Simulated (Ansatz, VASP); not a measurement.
## NaCl: VASP beside Ansatz

The input INCAR:

```
PREC = Accurate
ENCUT = 520
EDIFF = 1E-6
ISMEAR = 0
SIGMA = 0.05
LREAL = F
LASPH = T
NELM = 100
ALGO = Normal
ISIF = 2
LWAVE = F
LCHARG = F
GGA = PS
NBANDS = 14
```

KPOINTS

```
Automatic mesh
0
Gamma
  8 8 8
```

POSCAR

```
NaCl
1.0
    0.0000000000      2.5946201812      3.3730062355
    2.5946201812      0.0000000000      3.3730062355
    2.5946201812      2.5946201812      0.0000000000
Na Cl
1 1
Direct
    0.0000000000      0.0000000000      0.0000000000
    0.5000000000      0.5000000000      0.5000000000
```

Input for Ansatz:

```yaml
crystal:
  lattice:
    - [0.0, 2.5946201812, 3.3730062355]
    - [2.5946201812, 0.0, 3.3730062355]
    - [2.5946201812, 2.5946201812, 0.0]
  atoms:
    - { symbol: Na, position: [0.0, 0.0, 0.0] }
    - { symbol: Cl, position: [0.5, 0.5, 0.5] }
basis:
  ecutwfc: 420
kpoints:
  mp_grid: { grid: [8, 8, 8] }
hamiltonian:
  xc: pbesol
scf:
  occupations: { method: gaussian, width: 0.05 }
output:
  forces: true
  stress: true
  eigenvalues: true
  write_density: true
  write_potential: true
  elf: true
  volumetric_format: npy
```

Alike in both runs: task single point; functional PBEsol; k mesh 8 × 8 × 8; occupations gaussian, width 0.05 eV; no spin polarisation.

```csv
,VASP,Ansatz
version,VASP 6.6.1,Ansatz 0.2.0
potentials or method,"VASP PAW PBE potentials, release 64 (Na_pv, Cl), cutoff 520 eV","scalar-relativistic, plane waves, PAW"
valence electrons in the cell,14,16
```

Ansatz gave:

```
gap on the k mesh at the Fermi level (eV)                     : 4.95
least direct gap on the mesh (eV)                             : 4.95
pressure (GPa)                                                : 2.9
traceless stress, the component that is largest in VASP (GPa) : -5.27
```

Question: What did VASP give for the same quantities?

Answer: gap on the k mesh at the Fermi level (eV): 4.95; least direct gap on the mesh (eV): 4.95; pressure (GPa): 2.9; traceless stress, the component that is largest in VASP (GPa): -5.37.

VASP's potentials were made for PBE, not for PBEsol. VASP's potentials hold 14 valence electrons a cell and Ansatz's 16, so a difference there can come from the potentials and not from the codes.
